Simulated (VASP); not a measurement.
Write the native input for VASP 6.6.1 that does the following.

```yaml
Task: single point
Functional: PBE
Potentials_or_basis: VASP PAW PBE potentials, release 64 (Mg_sv, O)
Cutoff: 840 eV
k_mesh: 9 × 9 × 2
Occupations: gaussian, width 0.05 eV
Spin: no spin polarisation
Dipole_correction: no
Further_INCAR_settings: ALGO = Normal; EDIFF = 1e-06; NBANDS = 42
```

The structure of MgO lies in POSCAR:

```
MgO
1.0
    3.2803754002      0.0000000000      0.0000000000
   -1.6401877001      2.8408884305      0.0000000000
    0.0000000000      0.0000000000     10.5147056238
Mg O
4 4
Direct
    0.3333333333      0.6666666667      0.9694791811
    0.0000000000      0.0000000000      0.2208070585
    0.0000000000      0.0000000000      0.7208070585
    0.6666666667      0.3333333333      0.4694791811
    0.3333333333      0.6666666667      0.7800540723
    0.0000000000      0.0000000000      0.5924271004
    0.0000000000      0.0000000000      0.0296578681
    0.6666666667      0.3333333333      0.2800540723
```

This cell differs from its parent crystal: atom 6 (O) moved by +0.000 Å along [1 0 0] and +0.660 Å along [0 0 1].

The input as run:

INCAR

```
PREC = Accurate
ENCUT = 840
EDIFF = 1E-6
ISMEAR = 0
SIGMA = 0.05
LREAL = False
LASPH = True
NELM = 120
ALGO = Normal
ISIF = 2
LWAVE = False
LCHARG = False
GGA = PE
NBANDS = 42
GGA_COMPAT = False
```

KPOINTS

```
regular mesh
0
Gamma
  9 9 2
```

Potentials or basis: VASP PAW PBE potentials, release 64 (Mg_sv, O).

Command:

```bash
$ cat potpaw_PBE.64/Mg_sv/POTCAR potpaw_PBE.64/O/POTCAR > POTCAR
$ mpirun -np 1 vasp_std > vasp.out
```

Results of the run:

- Pressure: 20.5 GPa
- Largest force: 35.465 eV/Å
- Band gap on the k mesh: 0.89 eV

Caveat: the cell differs from its parent crystal (atom 6 (O) moved by +0.000 Å along [1 0 0] and +0.660 Å along [0 0 1]); atoms lie so close that the PAW spheres overlap strongly, which falsifies energies and pressures; the stress differs along the axes, from -0 to 62 GPa; forces of over 1 eV/Å act on the atoms, so gaps and moduli don't describe the material at rest.

It took 3 min on 1 thread of Intel(R) Xeon(R) Platinum 8259CL CPU @ 2.50GHz (Skylake/Cascade Lake), with other jobs on the host, peak memory 0.37 GiB.
